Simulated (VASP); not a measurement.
Here is a VASP 6.6.1 calculation.

INCAR

```
ALGO     = Normal         # electronic algorithm
EDIFF    = 1E-6           # SCF threshold, eV
ENCUT    = 520            # plane-wave cutoff, eV
GGA      = PE             # functional
ISIF     = 2              # what is computed and relaxed
ISMEAR   = 0              # smearing method
LASPH    = True           # aspherical terms in the spheres
LCHARG   = False          # write CHGCAR
LREAL    = False          # projectors in reciprocal space
LWAVE    = False          # write WAVECAR
NBANDS   = 36             # bands
NELM     = 80             # most SCF steps
PREC     = Accurate       # precision mode
SIGMA    = 0.1            # smearing width, eV
```

KPOINTS

```
k-points
0
Gamma
  4 4 4
```

The input POSCAR:

```
LiTa4O
1.0
    0.0000000000      3.6119502800      3.6119502800
    3.6119502800      0.0000000000      3.6119502800
    3.6119502800      3.6119502800      0.0000000000
Li Ta O
1 4 1
Direct
    0.0000000000      0.0000000000      0.0000000000
    0.8730919700      0.3756360100      0.3756360100
    0.3756360100      0.3756360100      0.3756360100
    0.3756360100      0.8730919700      0.3756360100
    0.3756360100      0.3756360100      0.8730919700
    0.7500000000      0.7500000000      0.7500000000
```

Potentials or basis: VASP PAW PBE potentials, release 64 (Li_sv, Ta_pv, O).

The run is started by

```bash
$ cat potpaw_PBE.64/Li_sv/POTCAR potpaw_PBE.64/Ta_pv/POTCAR potpaw_PBE.64/O/POTCAR > POTCAR
$ mpirun -np 1 vasp_std > vasp.out
```

(1) What does it give for the band gap on the k mesh?

(2) What does it give for the largest force?

Answers

(1) zero (an odd number of electrons rules out a gap without spin polarisation).

(2) 2.208 eV/Å.

Caveat: the k points lie up to 0.38 Å⁻¹ apart, too coarse for converged energies and pressures of a metal; spin-orbit coupling is left out, which moves the levels of the heavy elements; an odd number of electrons without spin polarisation forces a metal; a magnetic or distorted state may lie lower.
